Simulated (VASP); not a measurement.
# PtSe (P-6m2) in VASP: a series of runs, part 2 of 2

VASP 6.6.1.

**4. Single point, PBE**

This run uses another cell than the first one, of 23.19 Å³/atom, 1.060 times its volume.

Input file INCAR:

```
PREC     = Accurate       # precision mode
ENCUT    = 520            # plane-wave cutoff, eV
EDIFF    = 1E-7           # SCF threshold, eV
ISMEAR   = -1             # smearing method
SIGMA    = 0.05           # smearing width, eV
LREAL    = F              # projectors in reciprocal space
LASPH    = T              # aspherical terms in the spheres
NELM     = 60             # most SCF steps
ALGO     = Normal         # electronic algorithm
ISIF     = 2              # what is computed and relaxed
LWAVE    = F              # write WAVECAR
LCHARG   = T              # write CHGCAR
GGA      = PE             # functional
LELF     = T              # ELF
LVHAR    = T            
NBANDS   = 15             # bands
```

Input file KPOINTS:

```
regular mesh
0
Gamma
  7 7 6
```

Input file POSCAR:

```
PtSe
1.0
    3.8499451432      0.0000000000      0.0000000000
   -1.9249725664      3.3341503000      0.0000000000
    0.0000000000      0.0000000000      3.6128420300
Pt Se
1 1
Direct
    0.0000000000      0.0000000000      0.0000000000
    0.6666666667      0.3333333333      0.5000000000
```

Potentials or basis: VASP PAW PBE potentials, release 64 (Pt, Se).

Command:

```sh
> cat potpaw_PBE.64/Pt/POTCAR potpaw_PBE.64/Se/POTCAR > POTCAR
> mpirun -np 1 vasp_std > vasp.out
```

OUTCAR:

```text
PREC = Accurate
   ENCUT = 520
   EDIFF = 1E-7
   ISMEAR = -1
   LREAL = F
   LASPH = T
   NELM = 60
   ISIF = 2
   GGA = PE

 ion  position               nearest neighbor table
   1  0.000  0.000  0.000-   2 2.86   2 2.86   2 2.86   2 2.86   2 2.86   2 2.86
   2  0.667  0.333  0.500-   1 2.86   1 2.86   1 2.86   1 2.86   1 2.86   1 2.86

  LATTYP: Found a hexagonal cell.
 ALAT       =     3.8499451432
 C/A-ratio  =     0.9384138983

  Lattice vectors:

 A1 = (   3.8499451432,   0.0000000000,   0.0000000000)
 A2 = (  -1.9249725664,   3.3341503000,   0.0000000000)
 A3 = (   0.0000000000,   0.0000000000,   3.6128420300)

Analysis of symmetry for initial positions (statically):
=====================================================================
 Subroutine PRICEL returns:
 Original cell was already a primitive cell.

 Routine SETGRP: Setting up the symmetry group for a
 hexagonal supercell.

 Subroutine GETGRP returns: Found 12 space group operations
 (whereof 12 operations were pure point group operations)
 out of a pool of 24 trial point group operations.

The static configuration has the point symmetry D_3h.

Analysis of symmetry for dynamics (positions and initial velocities):
=====================================================================
 Subroutine PRICEL returns:
 Original cell was already a primitive cell.

 Routine SETGRP: Setting up the symmetry group for a
 hexagonal supercell.

 Subroutine GETGRP returns: Found 12 space group operations
 (whereof 12 operations were pure point group operations)
 out of a pool of 24 trial point group operations.

The dynamic configuration has the point symmetry D_3h.

 Subroutine INISYM returns: Found 12 space group operations
 (whereof 12 operations are pure point group operations),
 and found     1 'primitive' translations

----------------------------------------------------------------------------------------

                                     Primitive cell

  volume of cell :      46.3755

  direct lattice vectors                    reciprocal lattice vectors
     3.849945143  0.000000000  0.000000000     0.259743961  0.149963245  0.000000000
    -1.924972566  3.334150300  0.000000000     0.000000000  0.299926491  0.000000000
     0.000000000  0.000000000  3.612842030     0.000000000  0.000000000  0.276790403

  length of vectors
     3.849945143  3.849945143  3.612842030     0.299926491  0.299926491  0.276790403

  position of ions in fractional coordinates (direct lattice)
     0.000000000  0.000000000  0.000000000
     0.666666667  0.333333333  0.500000000

  ion indices of the primitive-cell ions
   primitive index   ion index
                 1           1
                 2           2

----------------------------------------------------------------------------------------

 KPOINTS: regular mesh

Automatic generation of k-mesh.
 Grid dimensions read from file:
 generate k-points for:    7    7    6

 Generating k-lattice:

  Cartesian coordinates                     Fractional coordinates (reciprocal lattice)
     0.037106280  0.021423321  0.000000000     0.142857143  0.000000000  0.000000000
     0.000000000  0.042846642  0.000000000     0.000000000  0.142857143  0.000000000
     0.000000000  0.000000000  0.046131734     0.000000000  0.000000000  0.166666667

  Length of vectors
     0.042846642  0.042846642  0.046131734

  Shift w.r.t. Gamma in fractional coordinates (k-lattice)
     0.000000000  0.000000000  0.000000000

 Subroutine IBZKPT returns following result:
 ===========================================

 Found     32 irreducible k-points:

 Following reciprocal coordinates:
            Coordinates               Weight
  0.000000  0.000000  0.000000      1.000000
  0.142857  0.000000  0.000000      6.000000
  0.285714  0.000000  0.000000      6.000000
  0.428571  0.000000  0.000000      6.000000
  0.142857  0.142857  0.000000      6.000000
  0.285714  0.142857  0.000000     12.000000
[... 16 lines left out ...]
  0.428571  0.142857  0.333333     12.000000
  0.285714  0.285714  0.333333     12.000000
 [... further k-points ...]
   k-points           NKPTS =     32   k-points in BZ     NKDIM =     32   number of bands    NBANDS=     15
   number of dos      NEDOS =    301   number of ions     NIONS =      2
   total plane-waves  NPLWV =  25200
   dimension x,y,z NGX =    30 NGY =   30 NGZ =   28
   dimension x,y,z NGXF=    60 NGYF=   60 NGZF=   56
   ions per type =               1   1
   NGX,Y,Z   is equivalent  to a cutoff of  12.95, 12.95, 12.88 a.u.
   NGXF,Y,Z  is equivalent  to a cutoff of  25.91, 25.91, 25.77 a.u.
 SYSTEM =  unknown system
   PREC   = accura    normal or accurate (medium, high low for compatibility)
   ISTART =      0    job   : 0-new  1-cont  2-samecut
   ICHARG =      2    charge: 1-file 2-atom 10-const
   ISPIN  =      1    spin polarized calculation?
   LNONCOLLINEAR =      F non collinear calculations
   LSORBIT =      F    spin-orbit coupling
   LASPH  =      T    aspherical Exc in radial PAW
   ENCUT  =  520.0 eV  38.22 Ry    6.18 a.u.   7.16  7.16  6.72*2*pi/ulx,y,z
   NELM   =     60;   NELMIN=  2; NELMDL= -5     # of ELM steps
   EDIFF  = 0.1E-06   stopping-criterion for ELM
   LREAL  =      F    real-space projection
   EDIFFG = 0.1E-05   stopping-criterion for IOM
   NSW    =      0    number of steps for IOM
   IBRION =     -1    ionic relax: 0-MD 1-quasi-New 2-CG
   NFREE  =      0    steps in history (QN), initial steepest desc. (CG)
   ISIF   =      2    stress and relaxation
   ISYM   =      2    0-nonsym 1-usesym 2-fastsym
   POTIM  = 0.5000    time-step for ionic-motion
   TEBEG  =    0.0;   TEEND  =   0.0 temperature during run
   PSTRESS=    0.0 pullay stress
   NELECT =      16.0000    total number of electrons
   NUPDOWN=      -1.0000    fix difference up-down
   EMIN   =  10.00;   EMAX   =-10.00  energy-range for DOS
   EFERMI =   0.00;   METHOD = LEGACY
   ISMEAR =    -1;   SIGMA  =   0.05  broadening in eV -4-tet -1-fermi 0-gaus
   EFERMI_NEDOS =   21; number of points for ismear=-14 and -15
   IALGO  =     38    algorithm
   IMIX   =      4    mixing-type and parameters
     AMIX     =   0.40;   BMIX     =  1.00
     AMIX_MAG =   1.60;   BMIX_MAG =  1.00
  volume/ion in A,a.u.               =      23.19       156.48
  Fermi-wavevector in a.u.,A,eV,Ry     =   1.148203  2.169789 17.937508  1.318370
  Thomas-Fermi vector in A             =   2.284879
   LORBIT       =      0    0 simple, 1 ext, 2 COOP (PROOUT), +10 PAW based schemes
   GGA     = PE    functional components
   LHFCALC =     F    Hartree Fock is set to
   AEXX    =    0.0000 exact exchange contribution
   IVDW    =     0    specifies the selected vdW correction
   LEPSILON=     F    determine dielectric tensor
   LRPA    =     F    only Hartree local field effects (RPA)
 non-spin polarized calculation
  energy-cutoff  :      520.00
  volume of cell :       46.38
 maximum number of plane-waves:      1261
 NGX is ok and might be reduce to    30
   NGX = 15   NGY = 15   NGZ = 13

 number of electron      15.9999998 magnetization

 Free energy of the ion-electron system (eV)
  ---------------------------------------------------
  ext. energy  EPLUGINS =         0.00000000
  ---------------------------------------------------
  free energy    TOTEN  =        -8.73334499 eV

  energy without entropy =       -8.72311825  energy(sigma->0) =       -8.72823162

 E-fermi :   4.7350     XC(G=0): -10.3467

 val. band max:        4.6398033726   @ k =   0.4286   0.0000   0.1667
 cond. band min:       4.7570042420   @ k =   0.1429   0.0000   0.3333
 fundamental gap:      0.1172008694
 Fermi energy:         4.7349740272

 k-point     1 :       0.0000    0.0000    0.0000
  band No.  band energies     occupation
      1      -9.2089      2.00000
      2       1.4366      2.00000
      3       1.4366      2.00000
      4       1.8059      2.00000
      5       2.9974      2.00000
      6       2.9974      2.00000
      7       3.2173      2.00000
      8       4.4746      1.98911
      9       5.2901      0.00003
     10       5.2901      0.00003
     11      12.2370      0.00000
     12      12.2370      0.00000
     13      12.2777      0.00000
     14      16.8474      0.00000
     15      17.5965      0.00000
[... 397 lines left out ...]
 k-point    24 :       0.2857    0.2857    0.3333
  band No.  band energies     occupation
      1      -8.0857      2.00000
      2       0.0461      2.00000
      3       0.2105      2.00000
      4       0.7391      2.00000
      5       2.7997      2.00000
      6       3.4148      2.00000
      7       3.4807      2.00000
      8       4.3718      1.99860
      9       5.1420      0.00058
     10       6.5992      0.00000
     11       9.5676      0.00000
     12      12.7146      0.00000
     13      14.1394      0.00000
     14      15.4859      0.00000
     15      18.3005      0.00000

 [... further k-points ...]
[... 5 lines left out ...]
  --------------------------------------------------------------------------------------
  -------------------------------------------------------------------------------------
  Total       -3.8524874     -3.8524874     -5.2939106     -0.0000000     -0.0000000      0.0000000
  in kB     -133.0954241   -133.0954243   -182.8935958     -0.0000002     -0.0000000      0.0000000
  external PRESSURE =    -149.6948148 kB  Pullay stress =       0.0000000 kB

 VOLUME and BASIS-vectors are now :
 -----------------------------------------------------------------------------
  energy-cutoff  :      520.00
  volume of cell :       46.38
      direct lattice vectors                 reciprocal lattice vectors
     3.849945143  0.000000000  0.000000000     0.259743961  0.149963245  0.000000000
    -1.924972566  3.334150300  0.000000000     0.000000000  0.299926491  0.000000000
     0.000000000  0.000000000  3.612842030     0.000000000  0.000000000  0.276790403

 POSITION                                       TOTAL-FORCE (eV/Angst)
 -----------------------------------------------------------------------------------
      0.00000      0.00000      0.00000         0.000000     -0.000000      0.000000
      1.92497      1.11138      1.80642         0.000000      0.000000      0.000000
 -----------------------------------------------------------------------------------
    total drift:                               -0.000000      0.000000      0.000000

  FREE ENERGIE OF THE ION-ELECTRON SYSTEM (eV)
  ---------------------------------------------------
  free  energy   TOTEN  =        -8.7333449887 eV

  energy  without entropy=       -8.7231182466  energy(sigma->0) =       -8.72823162
```

It took 9.3 s on 1 thread of Intel Xeon 6975P-C (Granite Rapids), shared host; peak memory 0.17 GiB.

What came out:

```yaml
Free_energy: -8.7333 eV
Pressure: -15.0 GPa
Band_gap_on_the_k_mesh: zero (band 8 reaches 5.37 eV, above the bottom of band 9 at 4.64 eV)
```

Caveat: spin-orbit coupling is left out, which moves the levels of the heavy elements.

**5. Single point, LDA**

This run uses another cell than the first one, of 18.07 Å³/atom, 0.826 times its volume.

Input file INCAR:

```
  PREC = Accurate
  ENCUT = 520
  EDIFF = 1E-6
  ISMEAR = -1
  SIGMA = 0.05
  LREAL = F
  LASPH = T
  NELM = 60
  ALGO = Normal
  ISIF = 2
  LWAVE = F
  LCHARG = T
  LELF = T
  LVHAR = T
  NBANDS = 15
```

Input file KPOINTS:

```
Automatic mesh
0
Gamma
  8 8 7
```

Input file POSCAR:

```
PtSe
1.0
    3.6702691841     -0.0000000029      0.0000000000
   -1.8351345896      3.1785463536      0.0000000000
    0.0000000000      0.0000000000      3.0971756550
Pt Se
1 1
Direct
    0.0000000000      0.0000000000      0.0000000000
    0.6666666667      0.3333333333      0.5000000000
```

Potentials or basis: VASP PAW LDA potentials, release 64 (Pt, Se).

Command:

```sh
> cat potpaw_LDA.64/Pt/POTCAR potpaw_LDA.64/Se/POTCAR > POTCAR
> mpirun -np 1 vasp_std > vasp.out
```

OUTCAR:

```text
PREC = Accurate
   ENCUT = 520
   EDIFF = 1E-6
   ISMEAR = -1
   LREAL = F
   LASPH = T
   NELM = 60
   ISIF = 2

 ion  position               nearest neighbor table
   1  0.000  0.000  0.000-   2 2.62   2 2.62   2 2.62   2 2.62   2 2.62   2 2.62
   2  0.667  0.333  0.500-   1 2.62   1 2.62   1 2.62   1 2.62   1 2.62   1 2.62

  LATTYP: Found a hexagonal cell.
 ALAT       =     3.6702691841
 C/A-ratio  =     0.8438551778

  Lattice vectors:

 A1 = (   3.6702691841,  -0.0000000029,   0.0000000000)
 A2 = (  -1.8351345896,   3.1785463536,   0.0000000000)
[... 609 lines left out ...]
     11      14.0420      0.00000
     12      16.7210      0.00000
     13      18.6998      0.00000
     14      19.6221      0.00000
     15      21.9540      0.00000

 [... further k-points ...]
[... 5 lines left out ...]
  --------------------------------------------------------------------------------------
  -------------------------------------------------------------------------------------
  Total        0.1049724      0.1049724      0.1213053     -0.0000000      0.0000000     -0.0000000
  in kB        4.6547203      4.6547203      5.3789584     -0.0000000      0.0000000     -0.0000000
  external PRESSURE =       4.8961330 kB  Pullay stress =       0.0000000 kB

 VOLUME and BASIS-vectors are now :
 -----------------------------------------------------------------------------
  energy-cutoff  :      520.00
  volume of cell :       36.13
      direct lattice vectors                 reciprocal lattice vectors
     3.670269184 -0.000000003  0.000000000     0.272459580  0.157304612  0.000000000
    -1.835134590  3.178546354  0.000000000     0.000000000  0.314609224  0.000000000
     0.000000000  0.000000000  3.097175655     0.000000000  0.000000000  0.322874810

 POSITION                                       TOTAL-FORCE (eV/Angst)
 -----------------------------------------------------------------------------------
      0.00000      0.00000      0.00000        -0.000000      0.000000      0.000000
      1.83513      1.05952      1.54859         0.000000      0.000000      0.000000
 -----------------------------------------------------------------------------------
    total drift:                               -0.000000      0.000000      0.000000

  FREE ENERGIE OF THE ION-ELECTRON SYSTEM (eV)
  ---------------------------------------------------
  free  energy   TOTEN  =       -11.3076631392 eV

  energy  without entropy=      -11.2989400419  energy(sigma->0) =      -11.30330159
```

OSZICAR:

```text
N       E                     dE             d eps       ncg     rms          rms(c)
DAV:   1     0.724340669532E+02    0.72434E+02   -0.73203E+03  1216   0.956E+02
DAV:   2    -0.920026495086E+01   -0.81634E+02   -0.73406E+02  1501   0.198E+02
DAV:   3    -0.114978431793E+02   -0.22976E+01   -0.22758E+01  1480   0.330E+01
DAV:   4    -0.115105151095E+02   -0.12672E-01   -0.12671E-01  1508   0.276E+00
DAV:   5    -0.115106596924E+02   -0.14458E-03   -0.14458E-03  1578   0.309E-01    0.124E+01
DAV:   6    -0.113441616714E+02    0.16650E+00   -0.40462E-01  1256   0.651E+00    0.729E+00
DAV:   7    -0.113159172979E+02    0.28244E-01   -0.37364E-02  1235   0.230E+00    0.344E+00
DAV:   8    -0.113080648762E+02    0.78524E-02   -0.21625E-02  1445   0.131E+00    0.269E-01
DAV:   9    -0.113076830985E+02    0.38178E-03   -0.11466E-03  1368   0.238E-01    0.542E-02
DAV:  10    -0.113076626373E+02    0.20461E-04   -0.11058E-04  1508   0.990E-02    0.154E-02
DAV:  11    -0.113076631392E+02   -0.50186E-06   -0.26759E-06  1452   0.133E-02
   1 F= -.11307663E+02 E0= -.11303302E+02  d E =-.872310E-02
```

stdout:

```text
POSCAR found type information on POSCAR PtSe
 POSCAR found :  2 types and       2 ions
 scaLAPACK will be used
 LDA part: xc-table for (Slater(with rela. corr.)+CA(PZ))
 , standard interpolation
 POSCAR, INCAR and KPOINTS ok, starting setup
 FFT: planning ... GRIDC
 FFT: planning ... GRID_SOFT
 FFT: planning ... GRID
 WAVECAR not read
 entering main loop
```

Run time: 9 s. Hardware: 1 thread of Intel Xeon Platinum 8488C (Sapphire Rapids), shared host; peak memory 0.15 GiB.

What came out:

* Free energy: -11.3077 eV
* Pressure: 0.5 GPa
* Band gap on the k mesh: zero (band 8 reaches 9.09 eV, above the bottom of band 9 at 8.15 eV)

Caveat: spin-orbit coupling is left out, which moves the levels of the heavy elements.

**6. Overview**

| level | potentials or basis | cell | k mesh | gap on the mesh (eV) | pressure (GPa) |
| --- | --- | --- | --- | --- | --- |
| PBE | VASP PAW PBE potentials, release 64 (Pt, Se) | a = 3.739, b = 3.739, c = 3.613 Å, angles 90.0, 90.0, 120.0°, 2 atoms | 7 × 7 × 6 | none | -12.6 |
| PBE | VASP PAW PBE potentials, release 64 (Pt, Se) | a = 3.776, b = 3.776, c = 3.613 Å, angles 90.0, 90.0, 120.0°, 2 atoms | 7 × 7 × 6 | none | -13.5 |
| PBE | VASP PAW PBE potentials, release 64 (Pt, Se) | a = 3.850, b = 3.850, c = 3.613 Å, angles 90.0, 90.0, 120.0°, 2 atoms | 7 × 7 × 6 | none | -15.0 |
| LDA | VASP PAW LDA potentials, release 64 (Pt, Se) | a = 3.670, b = 3.670, c = 3.097 Å, angles 90.0, 90.0, 120.0°, 2 atoms | 8 × 8 × 7 | none | 0.5 |

Alike in all rows: task single point; no spin polarisation; cutoff (eV) 520; smearing fermi-dirac 0.05 eV.

Caveats: spin-orbit coupling is left out, which moves the levels of the heavy elements.

Total energies depend on the potentials used, so only differences within one code and one set of settings carry meaning.
